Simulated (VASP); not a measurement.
The system is Si2Ni.

```xyz
3
Lattice="0.0000 2.7030 2.7030 2.7030 0.0000 2.7030 2.7030 2.7030 0.0000" Properties=species:S:1:pos:R:3 pbc="T T T"
Ni    0.0000    0.0000    0.0000
Si    4.0545    4.0545    4.0545
Si    1.3515    1.3515    1.3515
```

Base run:

```yaml
Program: VASP 6.6.1
Functional: PBEsol
Potentials_or_basis: VASP PAW PBE potentials, release 64 (Ni, Si)
Cutoff: 520 eV
k_mesh: 9 × 9 × 9
Occupations: fermi-dirac, width 0.05 eV
Spin: collinear spin, ferromagnetic start
Starting_moments: "[1.0, 0.0, 0.0] μB"
Hubbard_terms: Ni d U = 1.0 eV
```

Its results: band gap on the k mesh zero (filled and empty bands overlap); pressure -1.6 GPa; net moment 0.00 μB per cell.

Question: The run is repeated on the same cell with these changes: hubbard terms from Ni d U = 1.0 eV to Ni d U = 3.0 eV. What comes out?

Answer: Band gap on the k mesh zero (filled and empty bands overlap); pressure -3.5 GPa; net moment 0.00 μB per cell.

Caveats: the moments typed at the start vanished in this run; the PAW data sets were made with another functional, which shifts forces and pressure a little; the U is typed as a test and isn't derived for this compound; the cell stands under tension (at least some runs).
